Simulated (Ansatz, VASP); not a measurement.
# One calculation of AlCu5, two programs

```xyz
6
Lattice="3.0118 0.0000 0.0000 0.0000 3.0118 0.0000 0.0000 0.0000 8.2045" Properties=species:S:1:pos:R:3 pbc="T T T"
Al    0.0000    0.0000    4.1023
Cu    0.0000    0.0000    6.8657
Cu    1.5059    1.5059    5.5085
Cu    1.5059    1.5059    2.6961
Cu    0.0000    0.0000    1.3389
Cu    1.5059    1.5059    0.0000
```

Alike in both runs: functional PBE; k mesh 12 × 12 × 6; occupations gaussian, width 0.1 eV; no spin polarisation.

Ansatz relaxed the structure, and its values are those at the end. VASP's run is a single point on that final structure, the one shown.

```csv
,VASP,Ansatz
version,VASP 6.6.1,Ansatz 0.2.0
potentials or method,"VASP PAW PBE potentials, release 64 (Al, Cu), cutoff 520 eV","scalar-relativistic, plane waves, PAW"
valence electrons in the cell,58,98
```

```csv
,VASP,Ansatz,Ansatz less VASP
gap on the k mesh at the Fermi level (eV),none,none,-
pressure (GPa),0.6,0.0,-0.62
```

A gap of «none» marks a metal or a gap that the smearing closes. VASP's potentials hold 58 valence electrons a cell and Ansatz's 98, so a difference there can come from the potentials and not from the codes.
